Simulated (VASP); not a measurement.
# ReSb2 (P-3m1) in VASP: notebook

ReSb2 is run at these levels: PBEsol; tasks: relaxation of shape and atoms at fixed volume.

Program: VASP 6.6.1. These are calculated values, not measurements. Logs are shortened: lines on timing, memory, paths and dates and some standing lists are left out, and cuts for length are marked.

## Step 1: The cell of the first run

Symmetry: P-3m1, No. 164, trigonal system. The conventional cell has a = 3.426 Å, b = 3.426 Å, c = 6.483 Å, α = 90.00°, β = 90.00°, γ = 120.00°. Re (site symmetry -3m) has 6 Sb at 2.72 Å and 6 Re at 3.43 Å within 3.6 Å. Sb (site symmetry 3m) has 3 Re at 2.72 Å and 9 Sb at 3.38 to 3.43 Å within 3.6 Å.

## Step 2: Relaxation of shape and atoms at fixed volume, PBEsol (21.96 Å³/atom)

The input, INCAR:

```
PREC = Accurate ; ENCUT = 600
EDIFF = 1E-6 ; ISMEAR = 0
SIGMA = 0.05 ; LREAL = False
LASPH = True ; NELM = 100
ALGO = Normal ; ISIF = 4
LWAVE = False ; LCHARG = False
GGA = PS ; IBRION = 2
NSW = 60 ; EDIFFG = -0.01
```

The input, KPOINTS:

```
regular mesh
0
Gamma
  10 10 6
```

The input, POSCAR:

```
ReSb2
1.0
    3.4257816051      0.0000000000      0.0000000000
   -1.7128908026      2.9668138978      0.0000000000
    0.0000000000      0.0000000000      6.4826091124
Re Sb
1 2
Direct
    0.0000000000      0.0000000000      0.0000000000
    0.3333333333      0.6666666667      0.2889214890
    0.6666666667      0.3333333333      0.7110785110
```

Potentials or basis: VASP PAW PBE potentials, release 64 (Re, Sb).

Command:

```console
$ cat potpaw_PBE.64/Re/POTCAR potpaw_PBE.64/Sb/POTCAR > POTCAR
$ mpirun -np 1 vasp_std > vasp.out
```

OUTCAR:

```text
PREC = Accurate
   ENCUT = 600
   EDIFF = 1E-6
   ISMEAR = 0
   LREAL = False
   LASPH = True
   NELM = 100
   ISIF = 4
   GGA = PS
   IBRION = 2
   NSW = 60
   EDIFFG = -0.01

 ion  position               nearest neighbor table
   1  0.000  0.000  0.000-   2 2.72   3 2.72   2 2.72   3 2.72   3 2.72   2 2.72
   2  0.333  0.667  0.289-   1 2.72   1 2.72   1 2.72   3 3.38   3 3.38   3 3.38
   3  0.667  0.333  0.711-   1 2.72   1 2.72   1 2.72   2 3.38   2 3.38   2 3.38

  LATTYP: Found a hexagonal cell.
 ALAT       =     3.4257816051
 C/A-ratio  =     1.8923007534

  Lattice vectors:

 A1 = (   3.4257816051,   0.0000000000,   0.0000000000)
 A2 = (  -1.7128908026,   2.9668138978,   0.0000000000)
 A3 = (   0.0000000000,   0.0000000000,   6.4826091124)

Analysis of symmetry for initial positions (statically):
=====================================================================
 Subroutine PRICEL returns:
 Original cell was already a primitive cell.

 Routine SETGRP: Setting up the symmetry group for a
 hexagonal supercell.

 Subroutine GETGRP returns: Found 12 space group operations
 (whereof 12 operations were pure point group operations)
 out of a pool of 24 trial point group operations.

The static configuration has the point symmetry D_3d.

Analysis of symmetry for dynamics (positions and initial velocities):
=====================================================================
 Subroutine PRICEL returns:
 Original cell was already a primitive cell.

 Routine SETGRP: Setting up the symmetry group for a
 hexagonal supercell.

 Subroutine GETGRP returns: Found 12 space group operations
 (whereof 12 operations were pure point group operations)
 out of a pool of 24 trial point group operations.

The dynamic configuration has the point symmetry D_3d.

 Subroutine INISYM returns: Found 12 space group operations
 (whereof 12 operations are pure point group operations),
 and found     1 'primitive' translations

----------------------------------------------------------------------------------------

                                     Primitive cell

  volume of cell :      65.8870

  direct lattice vectors                    reciprocal lattice vectors
     3.425781605  0.000000000  0.000000000     0.291904189  0.168530962  0.000000000
    -1.712890803  2.966813898  0.000000000     0.000000000  0.337061924  0.000000000
     0.000000000  0.000000000  6.482609112     0.000000000  0.000000000  0.154258877

  length of vectors
     3.425781605  3.425781605  6.482609112     0.337061924  0.337061924  0.154258877

  position of ions in fractional coordinates (direct lattice)
     0.000000000  0.000000000  0.000000000
     0.333333333  0.666666667  0.288921489
     0.666666667  0.333333333  0.711078511

  ion indices of the primitive-cell ions
   primitive index   ion index
                 1           1
                 2           2
                 3           3

----------------------------------------------------------------------------------------

 KPOINTS: regular mesh

Automatic generation of k-mesh.
 Grid dimensions read from file:
 generate k-points for:   10   10    6

 Generating k-lattice:

  Cartesian coordinates                     Fractional coordinates (reciprocal lattice)
     0.029190419  0.016853096  0.000000000     0.100000000  0.000000000  0.000000000
     0.000000000  0.033706192  0.000000000     0.000000000  0.100000000  0.000000000
     0.000000000  0.000000000  0.025709813     0.000000000  0.000000000  0.166666667

  Length of vectors
     0.033706192  0.033706192  0.025709813

  Shift w.r.t. Gamma in fractional coordinates (k-lattice)
     0.000000000  0.000000000  0.000000000

 Subroutine IBZKPT returns following result:
 ===========================================

 Found     72 irreducible k-points:

 Following reciprocal coordinates:
            Coordinates               Weight
  0.000000  0.000000  0.000000      1.000000
  0.100000 -0.000000  0.000000      6.000000
  0.200000 -0.000000  0.000000      6.000000
  0.300000  0.000000  0.000000      6.000000
  0.400000  0.000000  0.000000      6.000000
  0.500000  0.000000  0.000000      3.000000
[... 16 lines left out ...]
  0.000000  0.400000  0.166667      6.000000
  0.500000  0.000000  0.166667      6.000000
 [... further k-points ...]
   k-points           NKPTS =     72   k-points in BZ     NKDIM =     72   number of bands    NBANDS=     12
   number of dos      NEDOS =    301   number of ions     NIONS =      3
   total plane-waves  NPLWV =  42336
   dimension x,y,z NGX =    28 NGY =   28 NGZ =   54
   dimension x,y,z NGXF=    56 NGYF=   56 NGZF=  108
   ions per type =               1   2
   NGX,Y,Z   is equivalent  to a cutoff of  13.59, 13.59, 13.85 a.u.
   NGXF,Y,Z  is equivalent  to a cutoff of  27.18, 27.18, 27.70 a.u.
 SYSTEM =  unknown system
   PREC   = accura    normal or accurate (medium, high low for compatibility)
   ISTART =      0    job   : 0-new  1-cont  2-samecut
   ICHARG =      2    charge: 1-file 2-atom 10-const
   ISPIN  =      1    spin polarized calculation?
   LNONCOLLINEAR =      F non collinear calculations
   LSORBIT =      F    spin-orbit coupling
   LASPH  =      T    aspherical Exc in radial PAW
   ENCUT  =  600.0 eV  44.10 Ry    6.64 a.u.   6.84  6.84 12.95*2*pi/ulx,y,z
   NELM   =    100;   NELMIN=  2; NELMDL= -5     # of ELM steps
   EDIFF  = 0.1E-05   stopping-criterion for ELM
   LREAL  =      F    real-space projection
   EDIFFG = -.1E-01   stopping-criterion for IOM
   NSW    =     60    number of steps for IOM
   IBRION =      2    ionic relax: 0-MD 1-quasi-New 2-CG
   NFREE  =      1    steps in history (QN), initial steepest desc. (CG)
   ISIF   =      4    stress and relaxation
   ISYM   =      2    0-nonsym 1-usesym 2-fastsym
   POTIM  = 0.5000    time-step for ionic-motion
   TEBEG  =    0.0;   TEEND  =   0.0 temperature during run
   PSTRESS=    0.0 pullay stress
   NELECT =      17.0000    total number of electrons
   NUPDOWN=      -1.0000    fix difference up-down
   EMIN   =  10.00;   EMAX   =-10.00  energy-range for DOS
   EFERMI =   0.00;   METHOD = LEGACY
   ISMEAR =     0;   SIGMA  =   0.05  broadening in eV -4-tet -1-fermi 0-gaus
   EFERMI_NEDOS =   21; number of points for ismear=-14 and -15
   IALGO  =     38    algorithm
   IMIX   =      4    mixing-type and parameters
     AMIX     =   0.40;   BMIX     =  1.00
     AMIX_MAG =   1.60;   BMIX_MAG =  1.00
  volume/ion in A,a.u.               =      21.96       148.21
  Fermi-wavevector in a.u.,A,eV,Ry     =   1.042216  1.969503 14.778850  1.086215
  Thomas-Fermi vector in A             =   2.176872
   LORBIT       =      0    0 simple, 1 ext, 2 COOP (PROOUT), +10 PAW based schemes
   GGA     = PS    functional components
   LHFCALC =     F    Hartree Fock is set to
   AEXX    =    0.0000 exact exchange contribution
   IVDW    =     0    specifies the selected vdW correction
   LEPSILON=     F    determine dielectric tensor
   LRPA    =     F    only Hartree local field effects (RPA)
 conjugate gradient relaxation of ions
 non-spin polarized calculation
 Gauss-broadening in eV      SIGMA  =   0.05
  energy-cutoff  :      600.00
  volume of cell :       65.89
 maximum number of plane-waves:      2220
   NGX = 13   NGY = 13   NGZ = 25

--------------------------------------- Ionic step        1  -------------------------------------------

 number of electron      17.0000000 magnetization

 Free energy of the ion-electron system (eV)
  ---------------------------------------------------
  ext. energy  EPLUGINS =         0.00000000
  ---------------------------------------------------
  free energy    TOTEN  =       -21.37881408 eV

  energy without entropy =      -21.37566222  energy(sigma->0) =      -21.37723815

------------------------ aborting loop because EDIFF is reached ----------------------------------------

  FORCE on cell =-STRESS in cart. coord.  units (eV):
  Direction    XX          YY          ZZ          XY          YZ          ZX
  --------------------------------------------------------------------------------------
  -------------------------------------------------------------------------------------
  Total       -0.9195893     -0.9195893     -1.1608313      0.0000000     -0.0000000     -0.0000000
  in kB      -22.3616922    -22.3616922    -28.2279844      0.0000000     -0.0000000     -0.0000000
  external PRESSURE =     -24.3171229 kB  Pullay stress =       0.0000000 kB

 VOLUME and BASIS-vectors are now :
 -----------------------------------------------------------------------------
  energy-cutoff  :      600.00
  volume of cell :       65.89
      direct lattice vectors                 reciprocal lattice vectors
     3.425781605  0.000000000  0.000000000     0.291904189  0.168530962  0.000000000
    -1.712890803  2.966813898  0.000000000     0.000000000  0.337061924  0.000000000
     0.000000000  0.000000000  6.482609112     0.000000000  0.000000000  0.154258877
[... 149 lines left out ...]
 POSITION                                       TOTAL-FORCE (eV/Angst)
 -----------------------------------------------------------------------------------
     -1.71486      2.97022      6.46775        -0.000000      0.000000      0.000000
     -0.00000      1.98015      1.85482         0.000000     -0.000000     -0.004073
      1.71486      0.99007      4.61294        -0.000000      0.000000      0.004073
 -----------------------------------------------------------------------------------
    total drift:                                0.000000      0.000000      0.000000

  FREE ENERGIE OF THE ION-ELECTRON SYSTEM (eV)
  ---------------------------------------------------
  free  energy   TOTEN  =       -21.3821200370 eV

  energy  without entropy=      -21.3786040647  energy(sigma->0) =      -21.38036205

--------------------------------------- Ionic step        6  -------------------------------------------

 number of electron      17.0000000 magnetization

 Free energy of the ion-electron system (eV)
  ---------------------------------------------------
  ext. energy  EPLUGINS =         0.00000000
  ---------------------------------------------------
  free energy    TOTEN  =       -21.38224795 eV

  energy without entropy =      -21.37891150  energy(sigma->0) =      -21.38057973

 E-fermi :   8.7086     XC(G=0): -11.2473

 val. band max:        8.7010136853   @ k =  -0.1000   0.3000   0.3333
 cond. band min:       8.7310198778   @ k =   0.0000   0.4000   0.3333
 fundamental gap:      0.0300061925
 Fermi energy:         8.7085985730

 k-point     1 :       0.0000    0.0000    0.0000
  band No.  band energies     occupation
      1      -4.2377      2.00000
      2      -1.6588      2.00000
      3       1.6434      2.00000
      4       6.3386      2.00000
      5       6.3386      2.00000
      6       6.6594      2.00000
      7       7.7388      2.00000
      8       7.7388      2.00000
      9      10.3318      0.00000
     10      12.6756      0.00000
     11      12.6756      0.00000
     12      13.6694      0.00000

 k-point     2 :       0.1000   -0.0000    0.0000
  band No.  band energies     occupation
      1      -4.0572      2.00000
      2      -1.5548      2.00000
      3       1.8542      2.00000
      4       6.0797      2.00000
      5       6.4448      2.00000
      6       6.7042      2.00000
      7       7.4878      2.00000
      8       7.6484      2.00000
      9      10.4205      0.00000
     10      11.4059      0.00000
     11      12.1452      0.00000
     12      12.9788      0.00000
[... 316 lines left out ...]
 k-point    24 :       0.5000    0.0000    0.1667
  band No.  band energies     occupation
      1      -0.8697      2.00000
      2      -0.3374      2.00000
      3       2.2584      2.00000
      4       3.8759      2.00000
      5       5.2423      2.00000
      6       6.0552      2.00000
      7       6.2024      2.00000
      8       7.7466      2.00000
      9       9.1486      0.00000
     10       9.3376      0.00000
     11       9.8841      0.00000
     12      10.7407      0.00000

 [... further k-points ...]

------------------------ aborting loop because EDIFF is reached ----------------------------------------

  FORCE on cell =-STRESS in cart. coord.  units (eV):
  Direction    XX          YY          ZZ          XY          YZ          ZX
  --------------------------------------------------------------------------------------
  -------------------------------------------------------------------------------------
  Total       -0.6256395     -0.6256395     -0.6048132      0.0000000      0.0000000      0.0000000
  in kB      -15.2137022    -15.2137022    -14.7072693      0.0000000      0.0000000      0.0000000
  external PRESSURE =     -15.0448913 kB  Pullay stress =       0.0000000 kB

 VOLUME and BASIS-vectors are now :
 -----------------------------------------------------------------------------
  energy-cutoff  :      600.00
  volume of cell :       65.89
      direct lattice vectors                 reciprocal lattice vectors
     3.425035457  0.000000000 -0.000000000     0.291967780  0.168567677  0.000000000
    -1.712517728  2.966167714  0.000000000    -0.000000000  0.337135353 -0.000000000
    -0.000000000  0.000000000  6.485433910     0.000000000 -0.000000000  0.154191688

 POSITION                                       TOTAL-FORCE (eV/Angst)
 -----------------------------------------------------------------------------------
      3.42504      0.00000     -0.00000         0.000000     -0.000000      0.000000
     -0.00000      1.97745      1.85775        -0.000000      0.000000      0.004261
      1.71252      0.98872      4.62768         0.000000     -0.000000     -0.004261
 -----------------------------------------------------------------------------------
    total drift:                               -0.000000     -0.000000     -0.000000

  FREE ENERGIE OF THE ION-ELECTRON SYSTEM (eV)
  ---------------------------------------------------
  free  energy   TOTEN  =       -21.3822479494 eV

  energy  without entropy=      -21.3789115006  energy(sigma->0) =      -21.38057973

 reached required accuracy - stopping structural energy minimisation
```

Run time: 1.7 min. Hardware: 1 thread of Intel Xeon 6975P-C (Granite Rapids), shared host; peak memory 0.25 GiB.

What came out:

| Item | Value |
| --- | --- |
| Free energy | -21.3822 eV |
| Energy gained by relaxing | 1.1 meV/atom |
| Ionic steps | 6 |
| Pressure after relaxing | -1.5 GPa |
| Largest force after relaxing | 0.004 eV/Å |
| Band gap on the k mesh | zero (an odd number of electrons rules out a gap without spin polarisation) |

Forces in eV/Å, atoms in the order of the input:
```
Re   0.000  0.000  0.000
Sb   0.000  0.000  0.004
Sb   0.000  0.000 -0.004
```

The path:
```tsv
step	energy change (eV)	largest force (eV/Å)	pressure (GPa)	volume (Å³)
1	0.0000	0.2204	-2.43	65.89
2	-0.0031	0.0477	-1.76	65.89
3	-0.0032	0.0116	-1.61	65.89
4	-0.0032	0.0071	-1.59	65.89
5	-0.0033	0.0041	-1.57	65.89
6	-0.0034	0.0043	-1.50	65.89
```

Final structure:
```
Re Sb
1.0
     3.42504    0.00000    0.00000
    -1.71252    2.96617    0.00000
     0.00000    0.00000    6.48543
Re Sb
1 2
Direct
  0.00000 0.00000 0.00000
  0.33333 0.66667 0.28645
  0.66667 0.33333 0.71355
```

Levels at points of the mesh, in eV from the Fermi level:
```csv
k point,band 5,band 6,band 7,band 8,band 9,band 10,band 11,band 12
"(0.00, 0.00, 0.00)",-2.37,-2.05,-0.97,-0.97,1.62,3.97,3.97,4.96
"(0.50, 0.00, 0.00)",-3.76,-2.63,-2.45,-1.23,0.22,0.63,1.03,1.89
"(0.00, 0.00, 0.50)",-2.34,-2.34,-0.98,-0.98,0.27,3.30,3.30,6.03
"(0.50, 0.00, 0.50)",-3.71,-2.66,-2.51,0.08,0.63,1.30,1.34,3.19
```

Caveat: the PAW data sets were made with another functional, which shifts forces and pressure a little; spin-orbit coupling is left out, which moves the levels of the heavy elements.

## Step 3: Relaxation of shape and atoms at fixed volume, PBEsol (22.39 Å³/atom)

This run uses another cell than the first one, of 22.39 Å³/atom.

The input, INCAR:

```
ALGO     = Normal         # electronic algorithm
EDIFF    = 1E-7           # SCF threshold, eV
EDIFFG   = -0.01          # ionic threshold
ENCUT    = 600            # plane-wave cutoff, eV
GGA      = PS             # functional
IBRION   = 2              # ionic algorithm
ISIF     = 4              # what is computed and relaxed
ISMEAR   = 0              # smearing method
LASPH    = T              # aspherical terms in the spheres
LCHARG   = F              # write CHGCAR
LREAL    = F              # projectors in reciprocal space
LWAVE    = F              # write WAVECAR
NELM     = 80             # most SCF steps
NSW      = 60             # ionic steps
PREC     = Accurate       # precision mode
SIGMA    = 0.05           # smearing width, eV
```

The input, KPOINTS:

```
k-points
0
Gamma
  10 10 6
```

The input, POSCAR:

```
ReSb2
1.0
    3.4391083763      0.0000000000      0.0000000000
   -1.7195541882      2.9783552203      0.0000000000
    0.0000000000      0.0000000000      6.5585921547
Re Sb
1 2
Direct
    0.0000000000      0.0000000000      0.0000000000
    0.3333333333      0.6666666667      0.2858469592
    0.6666666667      0.3333333333      0.7141530408
```

Potentials or basis: VASP PAW PBE potentials, release 64 (Re, Sb).

Command:

```console
$ cat potpaw_PBE.64/Re/POTCAR potpaw_PBE.64/Sb/POTCAR > POTCAR
$ mpirun -np 1 vasp_std > vasp.out
```

Run time: 8.5 min. Hardware: 1 thread of Intel Xeon 6975P-C (Granite Rapids), shared host; peak memory 0.26 GiB.

The run converged. Its results:

| Quantity | Value |
| --- | --- |
| Free energy | -21.3873 eV |
| Energy gained by relaxing | 8.6 meV/atom |
| Ionic steps | 29 |
| Pressure after relaxing | 0.6 GPa |
| Band gap on the k mesh | zero (an odd number of electrons rules out a gap without spin polarisation) |

Forces in eV/Å, atoms in the order of the input:
```
Re   0.000  0.000  0.000
Sb   0.000  0.000  0.002
Sb   0.000  0.000 -0.002
```

Stress tensor (GPa, compression positive):
```
0.55 0.00 0.00
0.00 0.55 0.00
0.00 0.00 0.63
```

The path:
```tsv
step	energy change (eV)	largest force (eV/Å)	pressure (GPa)	volume (Å³)
1	0.0000	0.2160	-3.67	67.18
2	-0.0030	0.0612	-3.05	67.18
3	-0.0033	0.0096	-2.83	67.18
4	-0.0033	0.0053	-2.81	67.18
5	-0.0034	0.0049	-2.79	67.18
6	-0.0036	0.0039	-2.72	67.18
7	-0.0044	0.0061	-2.57	67.18
8	-0.0053	0.0154	-2.34	67.18
9	-0.0056	0.0196	-2.22	67.18
10	-0.0081	0.0378	-1.96	67.18
11	-0.0146	0.1085	-1.69	67.18
12	-0.0176	0.2696	-1.16	67.18
13	-0.0176	0.2701	-1.15	67.18
14	-0.0176	0.2714	-1.14	67.18
15	-0.0178	0.2738	-1.11	67.18
16	-0.0181	0.2778	-1.06	67.18
17	-0.0188	0.2845	-0.96	67.18
18	-0.0192	0.2975	-0.74	67.18
19	-0.0193	0.2917	-0.82	67.18
20	-0.0197	0.2829	-0.78	67.18
21	-0.0208	0.2561	-0.63	67.18
22	-0.0227	0.2012	-0.34	67.18
23	-0.0251	0.0912	0.25	67.18
24	-0.0238	0.1309	1.52	67.18
25	-0.0255	0.0160	0.67	67.18
26	-0.0255	0.0215	0.64	67.18
27	-0.0256	0.0188	0.63	67.18
28	-0.0257	0.0115	0.61	67.18
29	-0.0257	0.0024	0.57	67.18
```

Final structure:
```
Re Sb
1.0
     3.26792    0.00000    0.00000
    -1.63396    2.83010    0.00000
     0.00000    0.00000    7.26372
Re Sb
1 2
Direct
  0.00000 0.00000 0.00000
  0.33333 0.66667 0.27004
  0.66667 0.33333 0.72996
```

Levels at points of the mesh, in eV from the Fermi level:
```
           k point  band 5  band 6  band 7  band 8  band 9  band 10  band 11  band 12
(0.00, 0.00, 0.00)   -2.02   -2.02   -0.68   -0.68   -0.68     5.00     5.00     5.27
(0.50, 0.00, 0.00)   -3.88   -2.18   -2.15   -1.60    0.51     1.20     1.28     2.72
(0.00, 0.00, 0.50)   -2.01   -2.01   -1.11   -0.68   -0.68     4.75     4.75     6.67
(0.50, 0.00, 0.50)   -3.86   -2.61   -2.21   -0.63    1.20     1.40     1.73     3.07
```

Caveat: the PAW data sets were made with another functional, which shifts forces and pressure a little; spin-orbit coupling is left out, which moves the levels of the heavy elements.

The gap in the log of VASP goes by the Fermi energy; the results here count the filled bands.